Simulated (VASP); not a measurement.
# C (P6_3/mmc) in VASP: a series of runs, part 2 of 2

VASP 6.6.1.

**3. Single point, PBE**

This run uses another cell than the first one, of 5.05 Å³/atom.

INCAR reads:

```
PREC = Accurate
ENCUT = 520
EDIFF = 1E-7
ISMEAR = 0
SIGMA = 0.05
LREAL = False
LASPH = True
NELM = 60
ALGO = Normal
ISIF = 2
LWAVE = False
LCHARG = True
GGA = PE
LELF = True
LVHAR = True
NBANDS = 36
```

KPOINTS reads:

```
Automatic mesh
0
Gamma
  12 12 2
```

POSCAR reads:

```
C
1.0
    2.3882000000      0.0000000000      0.0000000000
   -1.1941000000      2.0682418693      0.0000000000
    0.0000000000      0.0000000000     12.2737000000
C
12
Direct
    0.0000000000      0.0000000000      0.1868593266
    0.0000000000      0.0000000000      0.6868593266
    0.0000000000      0.0000000000      0.3131406734
    0.0000000000      0.0000000000      0.8131406734
    0.3333333333      0.6666666667      0.5207665411
    0.6666666667      0.3333333333      0.0207665411
    0.3333333333      0.6666666667      0.9792334589
    0.6666666667      0.3333333333      0.4792334589
    0.3333333333      0.6666666667      0.6450950823
    0.6666666667      0.3333333333      0.1450950823
    0.3333333333      0.6666666667      0.8549049177
    0.6666666667      0.3333333333      0.3549049177
```

Potentials or basis: VASP PAW PBE potentials, release 64 (C).

The run is started by

```console
> cat potpaw_PBE.64/C/POTCAR > POTCAR
> mpirun -np 1 vasp_std > vasp.out
```

OUTCAR:

```text
PREC = Accurate
   ENCUT = 520
   EDIFF = 1E-7
   ISMEAR = 0
   LREAL = False
   LASPH = True
   NELM = 60
   ISIF = 2
   GGA = PE

 ion  position               nearest neighbor table
   1  0.000  0.000  0.187-  10 1.47  10 1.47  10 1.47   3 1.55
   2  0.000  0.000  0.687-   9 1.47   9 1.47   9 1.47   4 1.55
   3  0.000  0.000  0.313-  12 1.47  12 1.47  12 1.47   1 1.55
   4  0.000  0.000  0.813-  11 1.47  11 1.47  11 1.47   2 1.55
   5  0.333  0.667  0.521-   8 1.47   8 1.47   8 1.47   9 1.53
   6  0.667  0.333  0.021-   7 1.47   7 1.47   7 1.47  10 1.53
   7  0.333  0.667  0.979-   6 1.47   6 1.47   6 1.47  11 1.53
   8  0.667  0.333  0.479-   5 1.47   5 1.47   5 1.47  12 1.53
   9  0.333  0.667  0.645-   2 1.47   2 1.47   2 1.47   5 1.53
  10  0.667  0.333  0.145-   1 1.47   1 1.47   1 1.47   6 1.53
  11  0.333  0.667  0.855-   4 1.47   4 1.47   4 1.47   7 1.53
  12  0.667  0.333  0.355-   3 1.47   3 1.47   3 1.47   8 1.53

  LATTYP: Found a hexagonal cell.
 ALAT       =     2.3882000000
[... 218 lines left out ...]
      5      -8.5590      2.00000
      6      -5.8642      2.00000
[... 925 lines left out ...]
     35      21.7428      0.00000
     36      21.7428      0.00000

 [... further k-points ...]

------------------------ aborting loop because EDIFF is reached ----------------------------------------

  FORCE on cell =-STRESS in cart. coord.  units (eV):
  Direction    XX          YY          ZZ          XY          YZ          ZX
  --------------------------------------------------------------------------------------
  -------------------------------------------------------------------------------------
  Total       33.4185316     33.4185316      9.5906840      0.0000000      0.0000000      0.0000000
  in kB      883.1824331    883.1824331    253.4618740      0.0000000      0.0000000      0.0000000
  external PRESSURE =     673.2755801 kB  Pullay stress =       0.0000000 kB

 VOLUME and BASIS-vectors are now :
 -----------------------------------------------------------------------------
  energy-cutoff  :      520.00
  volume of cell :       60.62
      direct lattice vectors                 reciprocal lattice vectors
     2.388200000  0.000000000  0.000000000     0.418725400  0.241751222  0.000000000
    -1.194100000  2.068241869  0.000000000     0.000000000  0.483502445  0.000000000
     0.000000000  0.000000000 12.273700000     0.000000000  0.000000000  0.081475024

 POSITION                                       TOTAL-FORCE (eV/Angst)
 -----------------------------------------------------------------------------------
      0.00000      0.00000      2.29346         0.000000     -0.000000      0.449538
      0.00000      0.00000      8.43031        -0.000000     -0.000000      0.449538
      0.00000      0.00000      3.84339         0.000000      0.000000     -0.449538
      0.00000      0.00000      9.98024         0.000000      0.000000     -0.449538
     -0.00000      1.37883      6.39173         0.000000     -0.000000      0.397392
      1.19410      0.68941      0.25488        -0.000000      0.000000      0.397392
     -0.00000      1.37883     12.01882        -0.000000      0.000000     -0.397392
      1.19410      0.68941      5.88197         0.000000      0.000000     -0.397392
     -0.00000      1.37883      7.91770         0.000000     -0.000000     -0.333734
      1.19410      0.68941      1.78085         0.000000      0.000000     -0.333734
     -0.00000      1.37883     10.49285        -0.000000     -0.000000      0.333734
      1.19410      0.68941      4.35600         0.000000      0.000000      0.333734
 -----------------------------------------------------------------------------------
    total drift:                                0.000000     -0.000000      0.000000

  FREE ENERGIE OF THE ION-ELECTRON SYSTEM (eV)
  ---------------------------------------------------
  free  energy   TOTEN  =      -107.2243765218 eV

  energy  without entropy=     -107.2243765218  energy(sigma->0) =     -107.22437652
```

OSZICAR:

```text
N       E                     dE             d eps       ncg     rms          rms(c)
DAV:   1     0.132840177655E+03    0.13284E+03   -0.26035E+04  2736   0.132E+03
DAV:   2    -0.103752867106E+03   -0.23659E+03   -0.22238E+03  3588   0.264E+02
DAV:   3    -0.112513372954E+03   -0.87605E+01   -0.86960E+01  3616   0.456E+01
DAV:   4    -0.112605942666E+03   -0.92570E-01   -0.92359E-01  3536   0.502E+00
DAV:   5    -0.112607481955E+03   -0.15393E-02   -0.15380E-02  3464   0.600E-01    0.158E+01
DAV:   6    -0.108563297156E+03    0.40442E+01   -0.26236E+00  3148   0.795E+00    0.946E+00
DAV:   7    -0.107220813536E+03    0.13425E+01   -0.32556E+00  3148   0.910E+00    0.218E+00
DAV:   8    -0.107224092537E+03   -0.32790E-02   -0.94902E-02  3416   0.151E+00    0.112E-01
DAV:   9    -0.107224264123E+03   -0.17159E-03   -0.11679E-03  3580   0.202E-01    0.474E-02
DAV:  10    -0.107224352472E+03   -0.88349E-04   -0.10790E-04  3292   0.599E-02    0.205E-02
DAV:  11    -0.107224375050E+03   -0.22578E-04   -0.15470E-05  3316   0.250E-02    0.376E-03
DAV:  12    -0.107224376455E+03   -0.14049E-05   -0.13577E-06  3476   0.681E-03    0.122E-03
DAV:  13    -0.107224376522E+03   -0.66796E-07   -0.10061E-07  2384   0.210E-03
   1 F= -.10722438E+03 E0= -.10722438E+03  d E =-.338317E-11
```

stdout:

```text
POSCAR found type information on POSCAR C
 POSCAR found :  1 types and      12 ions
 scaLAPACK will be used
 LDA part: xc-table for (Slater+PW92), standard interpolation
 POSCAR, INCAR and KPOINTS ok, starting setup
 FFT: planning ... GRIDC
 FFT: planning ... GRID_SOFT
 FFT: planning ... GRID
 WAVECAR not read
 entering main loop
```

Wall time 54 s (1 thread of AMD EPYC 9R45 (Zen 5), shared host); peak memory 0.16 GiB.

Results:

- Free energy: -107.2244 eV
- Pressure: 67.3 GPa
- Largest force: 0.450 eV/Å
- Band gap on the k mesh: 4.70 eV

Forces in eV/Å, atoms in the order of the input:
```
C    0.000  0.000  0.450
C    0.000  0.000  0.450
C    0.000  0.000 -0.450
C    0.000  0.000 -0.450
C    0.000  0.000  0.397
C    0.000  0.000  0.397
C    0.000  0.000 -0.397
C    0.000  0.000 -0.397
C    0.000  0.000 -0.334
C    0.000  0.000 -0.334
C    0.000  0.000  0.334
C    0.000  0.000  0.334
```

Caveat: the stress differs along the axes, from 25 to 88 GPa.

**4. Single point, PBE**

This run uses another cell than the first one, of 6.23 Å³/atom.

INCAR reads:

```
  PREC = Accurate
  ENCUT = 520
  EDIFF = 1E-7
  ISMEAR = 0
  SIGMA = 0.05
  LREAL = False
  LASPH = True
  NELM = 80
  ALGO = Normal
  ISIF = 2
  LWAVE = False
  LCHARG = True
  GGA = PE
  LELF = True
  LVHAR = True
  NBANDS = 36
```

KPOINTS reads:

```
regular mesh
0
Gamma
  12 12 2
```

Edit POSCAR of step 3 so:

```diff
@@ -2,4 +2,4 @@
 1.0
-    2.3882000000      0.0000000000      0.0000000000
-   -1.1941000000      2.0682418693      0.0000000000
+    2.6529000000      0.0000000000      0.0000000000
+   -1.3264500000      2.2974787937      0.0000000000
     0.0000000000      0.0000000000     12.2737000000
```

The run is started by

```console
> cat potpaw_PBE.64/C/POTCAR > POTCAR
> mpirun -np 1 vasp_std > vasp.out
```

Run time: 2.7 min. Hardware: 1 thread of AMD EPYC 7R13, shared host; peak memory 0.18 GiB.

The run converged. Its results:

- Free energy: -107.7535 eV
- Pressure: -30.4 GPa
- Largest force: 0.153 eV/Å
- Band gap on the k mesh: 3.57 eV (least direct gap 4.47 eV)

Forces on the atoms (eV/Å):
```
C    0.000  0.000 -0.153
C    0.000  0.000 -0.153
C    0.000  0.000  0.153
C    0.000  0.000  0.153
C    0.000  0.000 -0.131
C    0.000  0.000 -0.131
C    0.000  0.000  0.131
C    0.000  0.000  0.131
C    0.000  0.000 -0.012
C    0.000  0.000 -0.012
C    0.000  0.000  0.012
C    0.000  0.000  0.012
```

Stress tensor (GPa, compression positive):
```
-51.27   0.00   0.00
  0.00 -51.27   0.00
  0.00   0.00  11.26
```

Levels at points of the mesh, in eV from the valence-band top:
```
           k point  band 20  band 21  band 22  band 23  band 24  band 25  band 26  band 27  band 28  band 29
(0.00, 0.00, 0.00)    -1.16    -1.16    -0.32     0.00     0.00     4.47     4.47     5.70     5.70     5.72
(0.50, 0.00, 0.00)    -4.00    -3.76    -3.70    -3.32    -2.41     3.57     4.22     4.39     6.05     6.16
(0.00, 0.00, 0.50)    -1.16    -0.40    -0.40    -0.40    -0.40     4.93     4.93     4.93     4.93     5.75
(0.50, 0.00, 0.50)    -4.73    -3.41    -3.41    -2.82    -2.82     3.76     3.76     5.18     5.18     6.26
```

Caveat: the stress differs along the axes, from -51 to 11 GPa. A k mesh can miss the band edges.

**5. Single point, PBE**

This run uses another cell than the first one, of 6.26 Å³/atom.

INCAR reads:

```
SYSTEM = C
  PREC = Accurate
  ENCUT = 520
  EDIFF = 1E-6
  ISMEAR = 0
  SIGMA = 0.05
  LREAL = .FALSE.
  LASPH = .TRUE.
  NELM = 100
  ALGO = Normal
  ISIF = 2
  LWAVE = .FALSE.
  LCHARG = .FALSE.
  GGA = PE
  NBANDS = 36
```

KPOINTS reads:

```
Automatic mesh
0
G
  12 12 2
  0 0 0
```

Edit POSCAR of step 4 so:

```diff
@@ -2,5 +2,5 @@
 1.0
-    2.6529000000      0.0000000000      0.0000000000
-   -1.3264500000      2.2974787937      0.0000000000
-    0.0000000000      0.0000000000     12.2737000000
+    2.6088000000      0.0000000000      0.0000000000
+   -1.3044000000      2.2592870734      0.0000000000
+    0.0000000000      0.0000000000     12.7398000000
 C
```

The run is started by

```console
> cat potpaw_PBE.64/C/POTCAR > POTCAR
> mpirun -np 1 vasp_std > vasp.out
```

It took 2.4 min on 1 thread of AMD EPYC 7R13, shared host; peak memory 0.18 GiB.

The run converged. Its results:

```
Free energy            : -108.2923 eV
Pressure               : -33.7 GPa
Largest force          : 0.045 eV/Å
Band gap on the k mesh : 4.14 eV (least direct gap 5.05 eV)
```

Forces in eV/Å, atoms in the order of the input:
```
C    0.000  0.000 -0.045
C    0.000  0.000 -0.045
C    0.000  0.000  0.045
C    0.000  0.000  0.045
C    0.000  0.000  0.005
C    0.000  0.000  0.005
C    0.000  0.000 -0.005
C    0.000  0.000 -0.005
C    0.000  0.000 -0.007
C    0.000  0.000 -0.007
C    0.000  0.000  0.007
C    0.000  0.000  0.007
```

Stress tensor (GPa, compression positive):
```
-36.65   0.00   0.00
  0.00 -36.65   0.00
  0.00   0.00 -27.67
```

Levels at points of the mesh, in eV from the valence-band top:
```
           k point  band 21  band 22  band 23  band 24  band 25  band 26  band 27  band 28
(0.00, 0.00, 0.00)    -0.92    -0.14     0.00     0.00     5.05     5.05     5.44     6.09
(0.50, 0.00, 0.00)    -3.70    -3.66    -3.28    -2.61     4.27     4.85     4.95     5.42
(0.00, 0.00, 0.50)    -0.30    -0.30    -0.30    -0.30     5.42     5.42     5.42     5.42
(0.50, 0.00, 0.50)    -3.44    -3.44    -2.93    -2.93     4.44     4.44     5.61     5.61
```

Caveat: the stress differs along the axes, from -37 to -28 GPa.

**6. Summary**

| cell | gap on the mesh (eV) | pressure (GPa) | largest force (eV/Å) |
| --- | --- | --- | --- |
| a = 2.432, b = 2.432, c = 11.808 Å, angles 90.0, 90.0, 120.0°, 12 atoms | 4.61 | 67.8 | 0.19 |
| a = 2.388, b = 2.388, c = 12.274 Å, angles 90.0, 90.0, 120.0°, 12 atoms | 4.70 | 67.3 | 0.45 |
| a = 2.653, b = 2.653, c = 12.274 Å, angles 90.0, 90.0, 120.0°, 12 atoms | 3.57 | -30.4 | 0.15 |
| a = 2.609, b = 2.609, c = 12.740 Å, angles 90.0, 90.0, 120.0°, 12 atoms | 4.14 | -33.7 | 0.04 |

Alike in all rows: task single point; level PBE; potentials or basis VASP PAW PBE potentials, release 64 (C); no spin polarisation; k mesh 12 × 12 × 2; cutoff (eV) 520; smearing gaussian 0.05 eV.

Caveats: the stress differs along the axes, from 59 to 85 GPa (at least some runs); the stress differs along the axes, from 25 to 88 GPa (at least some runs); the stress differs along the axes, from -51 to 11 GPa (at least some runs); the stress differs along the axes, from -37 to -28 GPa (at least some runs).

Absolute energies hang on the potentials; compare differences alone.
